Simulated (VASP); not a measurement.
# Si3C (P6/mmm) in VASP: notebook

The runs below take Si3C through single point, relaxation of cell and atoms, with PBE.

Program: VASP 6.6.1. These are calculated values, not measurements. Logs are shortened: lines on timing, memory, paths and dates and some standing lists are left out, and cuts for length are marked.

## Step 1: The cell of the first run

Symmetry: P6/mmm, No. 191, hexagonal system. The conventional cell has a = 2.581 Å, b = 2.581 Å, c = 8.864 Å, α = 90.00°, β = 90.00°, γ = 120.00°. Si (site symmetry 6mm) has 1 C at 1.86 Å within 2.5 Å. Si (site symmetry 6/mmm) has 8 Si at 2.57 to 2.58 Å within 3.4 Å. C (site symmetry 6/mmm) has 2 Si at 1.86 Å within 2.5 Å.

## Step 2: Single point, PBE

Input file INCAR:

```
SYSTEM = Si3C
ALGO     = Normal         ! electronic algorithm
EDIFF    = 1E-6           ! SCF threshold, eV
ENCUT    = 520            ! plane-wave cutoff, eV
GGA      = PE             ! functional
ISIF     = 2              ! what is computed and relaxed
ISMEAR   = 0              ! smearing method
LASPH    = .TRUE.         ! aspherical terms in the spheres
LCHARG   = .TRUE.         ! write CHGCAR
LELF     = .TRUE.         ! ELF
LREAL    = .FALSE.        ! projectors in reciprocal space
LVHAR    = .TRUE.       
LWAVE    = .FALSE.        ! write WAVECAR
NBANDS   = 16             ! bands
NELM     = 100            ! most SCF steps
PREC     = Accurate       ! precision mode
SIGMA    = 0.1            ! smearing width, eV
```

Input file KPOINTS:

```
k-points
0
G
  6 6 2
  0 0 0
```

Input file POSCAR:

```
Si3C
1.0
    2.5812866265      0.0000000028      0.0000000000
   -1.2906433157      2.2354597916      0.0000000000
    0.0000000000      0.0000000000      8.8644206721
Si C
3 1
Direct
    0.0000000000      0.0000000000      0.7099565058
    0.0000000000      0.0000000000      0.0000000000
    0.0000000000      0.0000000000      0.2900434942
    0.0000000000      0.0000000000      0.5000000000
```

Potentials or basis: VASP PAW PBE potentials, release 64 (Si, C).

The run is started by

```sh
cat potpaw_PBE.64/Si/POTCAR potpaw_PBE.64/C/POTCAR > POTCAR
mpirun -np 1 vasp_std > vasp.out
```

OUTCAR:

```text
SYSTEM = Si3C
   EDIFF = 1E-6
   ENCUT = 520
   GGA = PE
   ISIF = 2
   ISMEAR = 0
   LASPH = .TRUE.
   LREAL = .FALSE.
   NELM = 100
   PREC = Accurate

 ion  position               nearest neighbor table
   1  0.000  0.000  0.710-   4 1.86   2 2.57
   2  0.000  0.000  0.000-   1 2.57   3 2.57
   3  0.000  0.000  0.290-   4 1.86   2 2.57
   4  0.000  0.000  0.500-   1 1.86   3 1.86

  LATTYP: Found a hexagonal cell.
 ALAT       =     2.5812866265
 C/A-ratio  =     3.4341094015

  Lattice vectors:

 A1 = (   2.5812866265,   0.0000000028,   0.0000000000)
 A2 = (  -1.2906433157,   2.2354597916,   0.0000000000)
 A3 = (   0.0000000000,   0.0000000000,   8.8644206721)

Analysis of symmetry for initial positions (statically):
=====================================================================
 Subroutine PRICEL returns:
 Original cell was already a primitive cell.

 Routine SETGRP: Setting up the symmetry group for a
 hexagonal supercell.

 Subroutine GETGRP returns: Found 24 space group operations
 (whereof 24 operations were pure point group operations)
 out of a pool of 24 trial point group operations.

The static configuration has the point symmetry D_6h.

Analysis of symmetry for dynamics (positions and initial velocities):
=====================================================================
 Subroutine PRICEL returns:
 Original cell was already a primitive cell.

 Routine SETGRP: Setting up the symmetry group for a
 hexagonal supercell.

 Subroutine GETGRP returns: Found 24 space group operations
 (whereof 24 operations were pure point group operations)
 out of a pool of 24 trial point group operations.

The dynamic configuration has the point symmetry D_6h.

 Subroutine INISYM returns: Found 24 space group operations
 (whereof 24 operations are pure point group operations),
 and found     1 'primitive' translations

----------------------------------------------------------------------------------------

                                     Primitive cell

  volume of cell :      51.1509

  direct lattice vectors                    reciprocal lattice vectors
     2.581286626  0.000000003  0.000000000     0.387403704  0.223667633  0.000000000
    -1.290643316  2.235459792  0.000000000    -0.000000000  0.447335265  0.000000000
     0.000000000  0.000000000  8.864420672     0.000000000  0.000000000  0.112810531

  length of vectors
     2.581286626  2.581286627  8.864420672     0.447335265  0.447335265  0.112810531

  position of ions in fractional coordinates (direct lattice)
     0.000000000  0.000000000  0.709956506
     0.000000000  0.000000000  0.000000000
     0.000000000  0.000000000  0.290043494
     0.000000000  0.000000000  0.500000000

  ion indices of the primitive-cell ions
   primitive index   ion index
                 1           1
                 2           2
                 3           3
                 4           4

----------------------------------------------------------------------------------------

 KPOINTS: k-points

Automatic generation of k-mesh.
 Grid dimensions read from file:
 generate k-points for:    6    6    2

 Generating k-lattice:

  Cartesian coordinates                     Fractional coordinates (reciprocal lattice)
     0.064567284  0.037277939  0.000000000     0.166666667  0.000000000  0.000000000
    -0.000000000  0.074555878  0.000000000     0.000000000  0.166666667  0.000000000
     0.000000000  0.000000000  0.056405265     0.000000000  0.000000000  0.500000000

  Length of vectors
     0.074555878  0.074555878  0.056405265

  Shift w.r.t. Gamma in fractional coordinates (k-lattice)
     0.000000000  0.000000000  0.000000000

 Subroutine IBZKPT returns following result:
 ===========================================

 Found     14 irreducible k-points:

 Following reciprocal coordinates:
            Coordinates               Weight
  0.000000  0.000000  0.000000      1.000000
  0.166667  0.000000  0.000000      6.000000
  0.333333  0.000000  0.000000      6.000000
  0.500000  0.000000  0.000000      3.000000
  0.166667  0.166667  0.000000      6.000000
  0.333333  0.166667  0.000000     12.000000
  0.333333  0.333333  0.000000      2.000000
  0.000000  0.000000  0.500000      1.000000
  0.166667  0.000000  0.500000      6.000000
  0.333333  0.000000  0.500000      6.000000
  0.500000  0.000000  0.500000      3.000000
  0.166667  0.166667  0.500000      6.000000
  0.333333  0.166667  0.500000     12.000000
  0.333333  0.333333  0.500000      2.000000
   k-points           NKPTS =     14   k-points in BZ     NKDIM =     14   number of bands    NBANDS=     16
   number of dos      NEDOS =    301   number of ions     NIONS =      4
   total plane-waves  NPLWV =  28000
   dimension x,y,z NGX =    20 NGY =   20 NGZ =   70
   dimension x,y,z NGXF=    40 NGYF=   40 NGZF=  140
   ions per type =               3   1
   NGX,Y,Z   is equivalent  to a cutoff of  12.88, 12.88, 13.13 a.u.
[... 37 lines left out ...]
   LHFCALC =     F    Hartree Fock is set to
   AEXX    =    0.0000 exact exchange contribution
   IVDW    =     0    specifies the selected vdW correction
   LEPSILON=     F    determine dielectric tensor
   LRPA    =     F    only Hartree local field effects (RPA)
 non-spin polarized calculation
 Gauss-broadening in eV      SIGMA  =   0.10
  energy-cutoff  :      520.00
  volume of cell :       51.15
 maximum number of plane-waves:      1392
 NGX is ok and might be reduce to    20
   NGX =  9   NGY =  9   NGZ = 33

 number of electron      16.0000001 magnetization

 Free energy of the ion-electron system (eV)
  ---------------------------------------------------
  ext. energy  EPLUGINS =         0.00000000
  ---------------------------------------------------
  free energy    TOTEN  =       -21.65843563 eV

  energy without entropy =      -21.65615673  energy(sigma->0) =      -21.65729618

 E-fermi :   9.1481     XC(G=0): -11.2411

 val. band max:        8.9565314739   @ k =   0.1667   0.1667   0.0000
 cond. band min:       9.1772896281   @ k =   0.5000   0.0000   0.5000
 fundamental gap:      0.2207581541
 Fermi energy:         9.1481370156

 k-point     1 :       0.0000    0.0000    0.0000
  band No.  band energies     occupation
      1      -6.0218      2.00000
      2      -3.8907      2.00000
      3      -3.8008      2.00000
      4       0.6960      2.00000
      5       1.9735      2.00000
      6       8.3420      2.00000
[... 8 lines left out ...]
     15      21.5074      0.00000
     16      22.0522      0.00000

 k-point     2 :       0.1667    0.0000    0.0000
  band No.  band energies     occupation
      1      -5.3057      2.00000
      2      -3.1208      2.00000
      3      -3.0193      2.00000
      4       1.4098      2.00000
      5       2.6397      2.00000
      6       8.7189      2.00000
[... 8 lines left out ...]
     15      18.7801      0.00000
     16      20.0011      0.00000

 k-point     3 :       0.3333    0.0000    0.0000
  band No.  band energies     occupation
      1      -3.2723      2.00000
      2      -0.8469      2.00000
      3      -0.7245      2.00000
      4       3.3100      2.00000
      5       4.4145      2.00000
      6       6.1555      2.00000
[... 8 lines left out ...]
     15      16.7768      0.00000
     16      18.1781      0.00000

 k-point     4 :       0.5000    0.0000    0.0000
  band No.  band energies     occupation
      1      -1.2120      2.00000
      2       2.0558      2.00000
      3       2.2845      2.00000
      4       2.6809      2.00000
      5       3.6487      2.00000
      6       3.7611      2.00000
[... 8 lines left out ...]
     15      16.1061      0.00000
     16      18.2578      0.00000
[... 134 lines left out ...]
 k-point    12 :       0.1667    0.1667    0.5000
  band No.  band energies     occupation
      1      -3.8604      2.00000
      2      -2.3538      2.00000
      3      -0.0333      2.00000
      4       1.0054      2.00000
      5       5.8376      2.00000
      6       7.1467      2.00000
[... 8 lines left out ...]
     15      17.2015      0.00000
     16      17.7026      0.00000

 k-point    13 :       0.3333    0.1667    0.5000
  band No.  band energies     occupation
      1      -1.5405      2.00000
      2       0.7249      2.00000
      3       2.7710      2.00000
      4       3.0515      2.00000
      5       4.9635      2.00000
      6       5.3669      2.00000
[... 8 lines left out ...]
     15      15.8932      0.00000
     16      16.0913      0.00000

 k-point    14 :       0.3333    0.3333    0.5000
  band No.  band energies     occupation
      1      -0.3277      2.00000
      2       3.4441      2.00000
      3       4.4686      2.00000
      4       4.4686      2.00000
      5       4.9880      2.00000
      6       4.9880      2.00000
[... 8 lines left out ...]
     15      15.7780      0.00000
     16      15.7780      0.00000

------------------------ aborting loop because EDIFF is reached ----------------------------------------

  FORCE on cell =-STRESS in cart. coord.  units (eV):
  Direction    XX          YY          ZZ          XY          YZ          ZX
  --------------------------------------------------------------------------------------
  -------------------------------------------------------------------------------------
  Total        0.0248297      0.0248297      0.0264837     -0.0000000      0.0000000     -0.0000000
  in kB        0.7777305      0.7777305      0.8295361     -0.0000000      0.0000000     -0.0000000
  external PRESSURE =       0.7949990 kB  Pullay stress =       0.0000000 kB

 VOLUME and BASIS-vectors are now :
 -----------------------------------------------------------------------------
  energy-cutoff  :      520.00
  volume of cell :       51.15
      direct lattice vectors                 reciprocal lattice vectors
     2.581286626  0.000000003  0.000000000     0.387403704  0.223667633  0.000000000
    -1.290643316  2.235459792  0.000000000    -0.000000000  0.447335265  0.000000000
     0.000000000  0.000000000  8.864420672     0.000000000  0.000000000  0.112810531

 POSITION                                       TOTAL-FORCE (eV/Angst)
 -----------------------------------------------------------------------------------
      0.00000      0.00000      6.29335         0.000000     -0.000000      0.018387
      0.00000      0.00000      0.00000        -0.000000      0.000000      0.000000
      0.00000      0.00000      2.57107         0.000000      0.000000     -0.018387
      0.00000      0.00000      4.43221        -0.000000      0.000000      0.000000
 -----------------------------------------------------------------------------------
    total drift:                               -0.000000      0.000000      0.000000

  FREE ENERGIE OF THE ION-ELECTRON SYSTEM (eV)
  ---------------------------------------------------
  free  energy   TOTEN  =       -21.6584356346 eV

  energy  without entropy=      -21.6561567348  energy(sigma->0) =      -21.65729618
```

It took 8.4 s on 1 thread of Intel Xeon 6975P-C (Granite Rapids), shared host; peak memory 0.16 GiB.

Results:

* Free energy: -21.6584 eV
* Pressure: 0.1 GPa
* Largest force: 0.018 eV/Å
* Band gap on the k mesh: zero (band 8 reaches 12.87 eV, above the bottom of band 9 at 6.03 eV)

Forces in eV/Å, atoms in the order of the input:
```
Si   0.000  0.000  0.018
Si   0.000  0.000  0.000
Si   0.000  0.000 -0.018
C    0.000  0.000  0.000
```

Caveat: the k points lie up to 0.47 Å⁻¹ apart.

## Step 3: Single point, PBE

This run uses another cell than the first one, of 14.60 Å³/atom, 1.142 times its volume.

Input file INCAR:

```
PREC = Accurate ; ENCUT = 520
EDIFF = 1E-7 ; ISMEAR = 0
SIGMA = 0.1 ; LREAL = F
LASPH = T ; NELM = 100
ALGO = Normal ; ISIF = 2
LWAVE = F ; LCHARG = T
GGA = PE ; LELF = T
LVHAR = T ; NBANDS = 16
```

Input file KPOINTS:

```
Automatic mesh
0
Gamma
  6 6 2
```

Input file POSCAR:

```
Si3C
1.0
    2.6184768300      0.0000000000      0.0000000000
   -1.3092384200      2.2676674600      0.0000000000
    0.0000000000      0.0000000000      9.8356078500
Si C
3 1
Direct
    0.0000000000      0.0000000000      0.7500000000
    0.0000000000      0.0000000000      0.0000000000
    0.0000000000      0.0000000000      0.2500000000
    0.0000000000      0.0000000000      0.5000000000
```

Potentials or basis: VASP PAW PBE potentials, release 64 (Si, C).

The run is started by

```sh
cat potpaw_PBE.64/Si/POTCAR potpaw_PBE.64/C/POTCAR > POTCAR
mpirun -np 1 vasp_std > vasp.out
```

Wall time 11 s (1 thread of Intel Xeon 6975P-C (Granite Rapids), shared host); peak memory 0.16 GiB.

Results (log left out):

- Free energy: -19.7005 eV
- Pressure: -9.6 GPa
- Largest force: 1.969 eV/Å
- Band gap on the k mesh: zero (band 8 reaches 11.83 eV, above the bottom of band 9 at 5.29 eV)

Forces on the atoms (eV/Å):
```
Si   0.000  0.000 -1.969
Si   0.000  0.000  0.000
Si   0.000  0.000  1.969
C    0.000  0.000  0.000
```

Stress tensor (GPa, compression positive):
```
-11.99   0.00   0.00
  0.00 -11.99   0.00
  0.00   0.00  -4.84
```

Levels at points of the mesh, in eV from the Fermi level:
```tsv
k point	band 6	band 7	band 8	band 9	band 10	band 11
(0.00, 0.00, 0.00)	-1.20	-0.79	4.21	4.21	6.41	8.86
(0.50, 0.00, 0.00)	-4.40	-2.65	-2.42	-1.99	2.50	2.60
(0.00, 0.00, 0.50)	-4.07	2.18	4.00	4.21	4.21	10.52
(0.50, 0.00, 0.50)	-3.99	-3.84	-2.92	0.24	0.47	2.61
```

Caveat: the k points lie up to 0.46 Å⁻¹ apart; forces of over 1 eV/Å act on the atoms, so gaps and moduli don't describe the material at rest.

## Step 4: Relaxation of cell and atoms, PBE

This run uses another cell than the first one, of 14.60 Å³/atom, 1.142 times its volume.

Input file INCAR:

```
SYSTEM = Si3C
ALGO     = Normal         ! electronic algorithm
EDIFF    = 1E-6           ! SCF threshold, eV
EDIFFG   = -0.04          ! ionic threshold
ENCUT    = 600            ! plane-wave cutoff, eV
GGA      = PE             ! functional
IBRION   = 2              ! ionic algorithm
ISIF     = 3              ! what is computed and relaxed
ISMEAR   = 0              ! smearing method
LASPH    = .TRUE.         ! aspherical terms in the spheres
LCHARG   = .FALSE.        ! write CHGCAR
LREAL    = .FALSE.        ! projectors in reciprocal space
LWAVE    = .FALSE.        ! write WAVECAR
NELM     = 60             ! most SCF steps
NSW      = 90             ! ionic steps
PREC     = Accurate       ! precision mode
SIGMA    = 0.1            ! smearing width, eV
```

Input file KPOINTS:

```
k-points
0
G
  6 6 2
  0 0 0
```

POSCAR is that of step 3.

The run is started by

```sh
cat potpaw_PBE.64/Si/POTCAR potpaw_PBE.64/C/POTCAR > POTCAR
mpirun -np 1 vasp_std > vasp.out
```

Wall time 1.7 min (1 thread of Intel Xeon 6975P-C (Granite Rapids), shared host); peak memory 0.19 GiB.

Results (log left out):

| Item | Value |
| --- | --- |
| Free energy | -21.6615 eV |
| Relaxed volume | 12.78 Å³/atom |
| Relaxed cell | a = 2.580 Å, b = 2.580 Å, c = 8.867 Å, α = 90.00°, β = 90.00°, γ = 120.00° |
| Space group after relaxing (to 0.05 Å) | P6/mmm (No. 191) |
| Energy gained by relaxing | 491.7 meV/atom |
| Ionic steps | 15 |
| Pressure after relaxing | 0.0 GPa |
| Largest force after relaxing | 0.016 eV/Å |

Forces in eV/Å, atoms in the order of the input:
```
Si   0.000  0.000 -0.016
Si   0.000  0.000  0.000
Si   0.000  0.000  0.016
C    0.000  0.000  0.000
```

Stress tensor (GPa, compression positive):
```
 0.24  0.00  0.00
 0.00  0.24  0.00
 0.00  0.00 -0.35
```

Step by step:
```
step  energy change (eV)  largest force (eV/Å)  pressure (GPa)  volume (Å³)
   1              0.0000                1.9716          -10.59        58.40
   2             -0.6103                1.7876            1.25        50.61
   3             -0.6241                1.7224            4.92        49.22
   4             -1.2051                1.8537            8.64        47.22
   5              4.1467               17.9586          101.01        41.12
   6             -1.1751                2.1715           10.55        46.68
   7             -1.3332                1.7118           31.14        43.91
   8             -1.4744                1.5260           16.03        45.51
   9             -1.5061                0.2847           25.24        44.40
  10             -1.5458                0.8219           20.25        44.94
  11             -1.7450                1.7499           13.77        48.02
  12             -1.7805                0.9060           14.80        47.16
  13             -1.9648                0.0622            0.62        50.83
  14             -1.9649                0.0802            0.36        50.91
  15             -1.9667                0.0156            0.05        51.12
```

Final structure:
```cif
data_structure
_symmetry_space_group_name_H-M 'P 1'
_symmetry_Int_Tables_number 1
_cell_length_a 2.5800
_cell_length_b 2.5800
_cell_length_c 8.8671
_cell_angle_alpha 90.000
_cell_angle_beta 90.000
_cell_angle_gamma 120.000
_cell_volume 51.12
loop_
_atom_site_label
_atom_site_type_symbol
_atom_site_fract_x
_atom_site_fract_y
_atom_site_fract_z
_atom_site_occupancy
Si1 Si 0.00000 0.00000 0.71008 1
Si2 Si 0.00000 0.00000 0.00000 1
Si3 Si 0.00000 0.00000 0.28992 1
C1 C 0.00000 0.00000 0.50000 1
```

Levels at points of the mesh, in eV from the Fermi level:
```tsv
k point	band 4	band 5	band 6	band 7	band 8	band 9	band 10	band 11	band 12
(0.00, 0.00, 0.00)	-8.47	-7.18	-0.81	1.53	3.74	3.74	8.93	11.74	12.09
(0.50, 0.00, 0.00)	-6.47	-5.50	-5.39	-2.76	-1.62	-1.55	1.68	2.65	3.65
(0.00, 0.00, 0.50)	-10.26	-4.82	-3.37	3.74	3.74	4.08	6.59	11.54	11.54
(0.50, 0.00, 0.50)	-6.46	-5.40	-4.23	-4.20	-2.51	0.03	1.68	2.34	4.39
```

Caveat: the k points lie up to 0.47 Å⁻¹ apart in the final cell; the bands computed are all filled at some k points, so no gap is given.

## Step 5: Summary

```csv
task,cell,cutoff (eV),gap on the mesh (eV),pressure (GPa),largest force (eV/Å)
single point,"a = 2.581, b = 2.581, c = 8.864 Å, angles 90.0, 90.0, 120.0°, 4 atoms",520,none,0.1,0.02
single point,"a = 2.618, b = 2.618, c = 9.836 Å, angles 90.0, 90.0, 120.0°, 4 atoms",520,none,-9.6,1.97
relaxation of cell and atoms,"relaxed from a = 2.618, b = 2.618, c = 9.836 Å, angles 90.0, 90.0, 120.0°, 4 atoms",600,-,0.0,0.02
```

Alike in all rows: level PBE; potentials or basis VASP PAW PBE potentials, release 64 (Si, C); no spin polarisation; k mesh 6 × 6 × 2; smearing gaussian 0.1 eV.

Caveats: all runs use coarse meshes; forces of over 1 eV/Å act on the atoms, so gaps and moduli don't describe the material at rest (some runs); the bands computed are all filled at some k points, so no gap is given (some runs).

Absolute energies hang on the potentials; compare differences alone.
